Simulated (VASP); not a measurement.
A run of VASP 6.6.1 is set up as follows.

Contents of POSCAR:

```
AlGa3N4
1.0
    5.0605079465      0.0000000000     -0.0000909999
    0.0000000000      3.1162134244      0.0000000000
   -0.0037530447      0.0000000000      5.3946729914
Al Ga N
1 3 4
Direct
    0.0007636869      0.5000000000      0.6673791432
    0.4991207831      0.5000000000      0.3351774375
    0.4991147248      0.0000000000      0.8313290755
    0.9998851556      0.0000000000      0.1660906524
    0.1193154468      0.5000000000      0.3406177810
    0.1172884445      0.0000000000      0.8259043962
    0.6201472359      0.0000000000      0.1661374254
    0.6319645326      0.5000000000      0.6673650886
```

INCAR.step1

```
PREC = Accurate
ENCUT = 520
ISMEAR = 0
SIGMA = 0.02
LREAL = False
LASPH = True
NELM = 100
NBANDS = 41
GGA = PE
ALGO = Normal
EDIFF = 1E-4
LWAVE = True
LCHARG = False
```

File INCAR.step2:

```
PREC = Accurate
ENCUT = 520
EDIFF = 1E-7
ISMEAR = 0
SIGMA = 0.02
LREAL = False
LASPH = True
NELM = 100
ALGO = Normal
ISIF = 2
LWAVE = False
LCHARG = False
METAGGA = R2SCAN
LMIXTAU = True
NBANDS = 41
ISTART = 1
```

Contents of KPOINTS:

```
regular mesh
0
Gamma
  6 8 4
```

Potentials or basis: VASP PAW PBE potentials, release 64 (Al, Ga_d, N).

Run with:

```sh
$ cat potpaw_PBE.64/Al/POTCAR potpaw_PBE.64/Ga_d/POTCAR potpaw_PBE.64/N/POTCAR > POTCAR
$ cp INCAR.step1 INCAR
$ mpirun -np 1 vasp_std > vasp.out
$ cp INCAR.step2 INCAR
$ mpirun -np 1 vasp_std > vasp.out
```

**Question.** Estimate the largest force.

**Answer.** 0.093 eV/Å.

**Question.** Estimate the pressure.

**Answer.** 10.9 GPa.

**Question.** What does it give for the band gap on the k mesh?

**Answer.** 3.22 eV.

Forces on the atoms (eV/Å):
```
Al  -0.009  0.000  0.001
Ga  -0.002  0.000  0.015
Ga   0.000  0.000 -0.004
Ga  -0.001  0.000 -0.016
N   -0.026  0.000  0.083
N   -0.050  0.000 -0.078
N   -0.001  0.000 -0.003
N    0.089  0.000  0.003
```

Caveat: the cell stands under pressure; the PAW data sets were made with another functional, which shifts forces and pressure a little.
